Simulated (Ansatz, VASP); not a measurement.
## Be3ZnSe4: VASP beside Ansatz

INCAR

```
PREC = Accurate
ENCUT = 600
EDIFF = 1E-7
ISMEAR = 0
SIGMA = 0.02
LREAL = F
LASPH = T
NELM = 120
ALGO = Normal
ISIF = 3
LWAVE = F
LCHARG = F
GGA = PE
IBRION = 2
NSW = 100
EDIFFG = -0.01
GGA_COMPAT = F
NELMIN = 4
```

File KPOINTS:

```
regular mesh
0
Gamma
  4 4 4
```

File POSCAR:

```
Be3ZnSe4
1.0
    5.3199646339      0.0000000000      0.0000000000
    0.0000000000      5.3199646339      0.0000000000
    0.0000000000      0.0000000000      5.3199646339
Be Zn Se
3 1 4
Direct
    0.5000000000      0.0000000000      0.5000000000
    0.5000000000      0.5000000000      0.0000000000
    0.0000000000      0.5000000000      0.5000000000
    0.0000000000      0.0000000000      0.0000000000
    0.2627674017      0.7372325983      0.7372325983
    0.2627674017      0.2627674017      0.2627674017
    0.7372325983      0.7372325983      0.2627674017
    0.7372325983      0.2627674017      0.7372325983
```

Input for Ansatz:

```yaml
crystal:
  lattice:
    - [5.3199646339, 0.0, 0.0]
    - [0.0, 5.3199646339, 0.0]
    - [0.0, 0.0, 5.3199646339]
  atoms:
    - { symbol: Be, position: [0.5, 0.0, 0.5] }
    - { symbol: Be, position: [0.5, 0.5, 0.0] }
    - { symbol: Be, position: [0.0, 0.5, 0.5] }
    - { symbol: Zn, position: [0.0, 0.0, 0.0] }
    - { symbol: Se, position: [0.2627674017, 0.7372325983, 0.7372325983] }
    - { symbol: Se, position: [0.2627674017, 0.2627674017, 0.2627674017] }
    - { symbol: Se, position: [0.7372325983, 0.7372325983, 0.2627674017] }
    - { symbol: Se, position: [0.7372325983, 0.2627674017, 0.7372325983] }
basis:
  ecutwfc: 420
kpoints:
  mp_grid: { grid: [4, 4, 4] }
hamiltonian:
  xc: pbe
scf:
  occupations: { method: gaussian, width: 0.02 }
output:
  forces: true
  stress: true
  eigenvalues: true
relax:
  adjacent_minimum: "off"
  f_tol: 0.01
  max_steps: 80
  cell: { stress_tol: 0.05 }
```

Alike in both runs: task relaxation of cell and atoms; functional PBE; k mesh 4 × 4 × 4; occupations gaussian, width 0.02 eV; no spin polarisation.

```csv
,VASP,Ansatz
version,VASP 6.6.1,Ansatz 0.2.0
potentials or method,"VASP PAW PBE potentials, release 64 (Be, Zn, Se), cutoff 600 eV","scalar-relativistic, plane waves, PAW"
valence electrons in the cell,42,82
```

|  | VASP | Ansatz | Ansatz less VASP |
| --- | --- | --- | --- |
| gap on the k mesh at the Fermi level, each at its own relaxed structure (eV) | 2.75 | 2.75 | +0.002 |
| relaxed volume (Å³/atom) | 18.89 | 18.82 | -0.065 |
| relaxed cell length with the largest relative difference (Å) | 5.326 | 5.320 | -0.0061 |

VASP's potentials hold 42 valence electrons a cell and Ansatz's 82, so a difference there can come from the potentials and not from the codes.
